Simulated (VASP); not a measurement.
# Sn in VASP: further runs

The runs below take Sn through single point, with HSE06, PBE0, HF.

Everything below comes from runs of VASP 6.6.1. Logs are shortened: lines on timing, memory, paths and dates and some standing lists are left out, and cuts for length are marked.

## Step 1: The cell of the first run

The typed cell holds 1 atom: a = 3.192 Å, b = 3.411 Å, c = 3.410 Å, α = 120.00°, β = 117.89°, γ = 90.01°.

## Step 2: Single point, HSE06

File POSCAR:

```
Sn
1.0
   -1.5984224431      1.6018165354      2.2505827986
    1.7012870393     -1.7011108340      2.4179115998
    1.7067249853      1.8059207885     -2.3355130513
Sn
1
Direct
    0.0000000000      0.0000000000      0.0000000000
```

File INCAR.step1:

```
PREC = Accurate
ENCUT = 520
EDIFF = 1E-5
ISMEAR = -1
SIGMA = 0.05
LREAL = F
LASPH = T
NELM = 100
ALGO = Normal
ISIF = 2
LWAVE = T
LCHARG = F
NBANDS = 13
GGA = PE
```

File INCAR.step2:

```
PREC = Accurate
ENCUT = 520
EDIFF = 1E-7
ISMEAR = -1
SIGMA = 0.05
LREAL = F
LASPH = T
NELM = 100
ALGO = Normal
ISIF = 2
LWAVE = F
LCHARG = F
GGA = PE
LHFCALC = T
HFSCREEN = 0.2079
PRECFOCK = Normal
NBANDS = 13
ISTART = 1
```

File KPOINTS:

```
Automatic mesh
0
Gamma
  5 5 5
```

Potentials or basis: VASP PAW PBE potentials, release 64 (Sn_d).

The run is started by

```sh
$ cat potpaw_PBE.64/Sn_d/POTCAR > POTCAR
$ cp INCAR.step1 INCAR
$ mpirun -np 1 vasp_std > vasp.out
$ cp INCAR.step2 INCAR
$ mpirun -np 1 vasp_std > vasp.out
```

OUTCAR:

```text
PREC = Accurate
   ENCUT = 520
   EDIFF = 1E-7
   ISMEAR = -1
   LREAL = F
   LASPH = T
   NELM = 100
   ISIF = 2
   GGA = PE
   LHFCALC = T
   HFSCREEN = 0.2079
   PRECFOCK = Normal
   ISTART = 1

 ion  position               nearest neighbor table
   1  0.000  0.000  0.000-

  LATTYP: Found a triclinic cell.
 ALAT       =     3.4105155413
 B/A-ratio  =     1.4573037927
 C/A-ratio  =     0.9357924385
 COS(alpha) =     0.0000127585
 COS(beta)  =     0.4680218522
 COS(gamma) =     0.7286311201

  Lattice vectors:

 A1 = (  -0.1083025422,  -3.4077373239,   0.0849302527)
 A2 = (  -3.5163145668,  -3.5125472784,   0.0025317042)
 A3 = (   1.5984224431,  -1.6018165354,  -2.2505827986)

Analysis of symmetry for initial positions (statically):
=====================================================================
 Subroutine PRICEL returns:
 Original cell was already a primitive cell.

 Routine SETGRP: Setting up the symmetry group for a
 triclinic supercell.

 Subroutine GETGRP returns: Found  2 space group operations
 (whereof  2 operations were pure point group operations)
 out of a pool of  2 trial point group operations.

The static configuration has the point symmetry S_2 .

Analysis of symmetry for dynamics (positions and initial velocities):
=====================================================================
 Subroutine PRICEL returns:
 Original cell was already a primitive cell.

 Routine SETGRP: Setting up the symmetry group for a
 triclinic supercell.

 Subroutine GETGRP returns: Found  2 space group operations
 (whereof  2 operations were pure point group operations)
 out of a pool of  2 trial point group operations.

The dynamic configuration has the point symmetry S_2 .

 Subroutine INISYM returns: Found  2 space group operations
 (whereof  2 operations are pure point group operations),
 and found     1 'primitive' translations

----------------------------------------------------------------------------------------

                                     Primitive cell

  volume of cell :      27.0528

  direct lattice vectors                    reciprocal lattice vectors
    -1.598422443  1.601816535  2.250582799    -0.014548952  0.299417442  0.220890705
     1.701287039 -1.701110834  2.417911600     0.288525769 -0.003991798  0.207759605
     1.706724985  1.805920788 -2.335513051     0.284685279  0.284396582 -0.000223857

[... 89 lines left out ...]
   POTIM  = 0.5000    time-step for ionic-motion
   TEBEG  =    0.0;   TEEND  =   0.0 temperature during run
   PSTRESS=    0.0 pullay stress
   NELECT =      14.0000    total number of electrons
   NUPDOWN=      -1.0000    fix difference up-down
   EMIN   =  10.00;   EMAX   =-10.00  energy-range for DOS
   EFERMI =   0.00;   METHOD = LEGACY
   ISMEAR =    -1;   SIGMA  =   0.05  broadening in eV -4-tet -1-fermi 0-gaus
   EFERMI_NEDOS =   21; number of points for ismear=-14 and -15
   IALGO  =     38    algorithm
   IMIX   =      1    mixing-type and parameters
     AMIX     =   0.40;   BMIX     =  1.00
     AMIX_MAG =   1.60;   BMIX_MAG =  1.00
  volume/ion in A,a.u.               =      27.05       182.56
  Fermi-wavevector in a.u.,A,eV,Ry     =   1.314357  2.483774 23.504526  1.727534
  Thomas-Fermi vector in A             =   2.444615
   LORBIT       =      0    0 simple, 1 ext, 2 COOP (PROOUT), +10 PAW based schemes
   GGA     = PE    functional components
   LHFCALC =     T    Hartree Fock is set to
   PRECFOCK=normal    Normal, Fast or Accurate (Low or Medium for compatibility)
   ENCUT4O =  -1.0   cutoff for four orbital integrals eV
   NKREDX  =     1    reduce k-point grid by
   NKREDY  =     1    reduce k-point grid by
   NKREDZ  =     1    reduce k-point grid by
   AEXX    =    0.2500 exact exchange contribution
   HFSCREEN=    0.2079 screening length (either q_TF or 0.3 A-1)
   HFSCREENC=   0.2079 screening length for correlation (either q_TF or 0.3 A-1)
   ENCUTFOCK=  -1.0 apply spherical cutoff to Coloumb kernel
   IVDW    =     0    specifies the selected vdW correction
   LEPSILON=     F    determine dielectric tensor
   LRPA    =     F    only Hartree local field effects (RPA)
 non-spin polarized calculation
  energy-cutoff  :      520.00
  volume of cell :       27.05
 maximum number of plane-waves:       738
  NGX = 18; NGY = 20; NGZ = 20

 number of electron      13.9999999 magnetization

 Free energy of the ion-electron system (eV)
  ---------------------------------------------------
  ext. energy  EPLUGINS =         0.00000000
  ---------------------------------------------------
  free energy    TOTEN  =        -4.36659491 eV

  energy without entropy =       -4.36159987  energy(sigma->0) =       -4.36409739

 E-fermi :   7.8534     XC(G=0):  -8.5949

 val. band max:        7.7603816496   @ k =   0.2000   0.0000   0.4000
 cond. band min:       7.8712892227   @ k =   0.2000   0.2000   0.2000
 fundamental gap:      0.1109075731
 Fermi energy:         7.8533743618

 k-point     1 :       0.0000    0.0000    0.0000
  band No.  band energies     occupation
      1     -15.8154      2.00000
      2     -15.7793      2.00000
      3     -15.7283      2.00000
      4     -15.7102      2.00000
      5     -15.6620      2.00000
      6      -4.4307      2.00000
      7      15.8439      0.00000
      8      16.5340      0.00000
      9      17.6552      0.00000
     10      19.8758      0.00000
     11      19.9976      0.00000
     12      20.2517      0.00000
     13      21.8721      0.00000
[... 354 lines left out ...]
  band No.  band energies     occupation
      1     -15.8259      2.00000
      2     -15.7396      2.00000
      3     -15.6840      2.00000
      4     -15.6609      2.00000
      5     -15.6157      2.00000
      6       0.6979      2.00000
      7       3.7710      2.00000
      8       9.0296      0.00000
      9      14.7309      0.00000
     10      17.6606      0.00000
     11      23.2989      0.00000
     12      23.3184      0.00000
     13      24.3401      0.00000

 [... further k-points ...]
[... 5 lines left out ...]
  --------------------------------------------------------------------------------------
  -------------------------------------------------------------------------------------
  Total       -0.0061252     -0.0053502     -0.0035457     -0.0004131      0.0020042     -0.0027540
  in kB       -0.3627562     -0.3168588     -0.2099895     -0.0244667      0.1186988     -0.1631046
  external PRESSURE =      -0.2965348 kB  Pullay stress =       0.0000000 kB

 VOLUME and BASIS-vectors are now :
 -----------------------------------------------------------------------------
  energy-cutoff  :      520.00
  volume of cell :       27.05
      direct lattice vectors                 reciprocal lattice vectors
    -1.598422443  1.601816535  2.250582799    -0.014548952  0.299417442  0.220890705
     1.701287039 -1.701110834  2.417911600     0.288525769 -0.003991798  0.207759605
     1.706724985  1.805920788 -2.335513051     0.284685279  0.284396582 -0.000223857

 POSITION                                       TOTAL-FORCE (eV/Angst)
 -----------------------------------------------------------------------------------
      0.00000      0.00000      0.00000        -0.000000      0.000000      0.000000
 -----------------------------------------------------------------------------------
    total drift:                                0.000015      0.000023     -0.000021

  FREE ENERGIE OF THE ION-ELECTRON SYSTEM (eV)
  ---------------------------------------------------
  free  energy   TOTEN  =        -4.3665949147 eV

  energy  without entropy=       -4.3615998687  energy(sigma->0) =       -4.36409739
```

OUTCAR.step1:

```text
PREC = Accurate
   ENCUT = 520
   EDIFF = 1E-5
   ISMEAR = -1
   LREAL = F
[... 604 lines left out ...]

 POSITION                                       TOTAL-FORCE (eV/Angst)
 -----------------------------------------------------------------------------------
      0.00000      0.00000      0.00000         0.000000      0.000000      0.000000
 -----------------------------------------------------------------------------------
    total drift:                               -0.000000     -0.000000      0.000000

  FREE ENERGIE OF THE ION-ELECTRON SYSTEM (eV)
  ---------------------------------------------------
  free  energy   TOTEN  =        -3.7818180768 eV

  energy  without entropy=       -3.7766512885  energy(sigma->0) =       -3.77923468
```

It took 49 min on 1 thread of Intel Xeon Platinum 8375C at 2.90GHz (Ice Lake), shared host; peak memory 0.27 GiB.

Results:

```
Free energy            : -4.3666 eV
Pressure               : 0.0 GPa
Band gap on the k mesh : zero (bands 7 and 8 overlap by 9.05 eV)
```

Levels at points of the mesh, in eV from the Fermi level:
```tsv
k point	band 5	band 6	band 7	band 8	band 9	band 10
(0.00, 0.00, 0.00)	-23.52	-12.28	7.99	8.68	9.80	12.02
```

Caveat: the k points lie up to 0.47 Å⁻¹ apart, too coarse for converged energies and pressures of a metal; the PAW data sets were made with another functional, which shifts forces and pressure a little; spin-orbit coupling is left out, which moves the levels of the heavy elements.

[end of part 1 of 2]
